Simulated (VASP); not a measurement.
C:

```
CELL_PARAMETERS angstrom
2.48801 0.00000 0.00000
-1.24401 2.15468 0.00000
0.00000 0.00000 8.12577
ATOMIC_POSITIONS crystal
C 0.66667 0.33333 0.84375
C 0.33333 0.66667 0.34375
C 0.66667 0.33333 0.65625
C 0.33333 0.66667 0.15625
C 0.00000 0.00000 0.90625
C 0.00000 0.00000 0.40625
C 0.00000 0.00000 0.59375
C 0.00000 0.00000 0.09375
```

Program: VASP 6.6.1. Alike in all runs: task single point; potentials or basis VASP PAW PBE potentials, release 64 (C); no spin polarisation; cell as given; k mesh 12 × 12 × 4; cutoff (eV) 520; smearing fermi-dirac 0.05 eV.

Order these runs on this cell by their pressure, lowest first.
A. level PBE exchange alone
B. level r2SCAN+D4
C. level RPBE

B (16.6 GPa), C (28.9 GPa), A (53.8 GPa).

Caveats: the PAW data sets were made with another functional, which shifts forces and pressure a little (at least some runs); the stress differs along the axes, from 24 to 38 GPa (at least some runs); the stress differs along the axes, from 12 to 26 GPa (at least some runs); the stress differs along the axes, from 49 to 63 GPa (at least some runs).
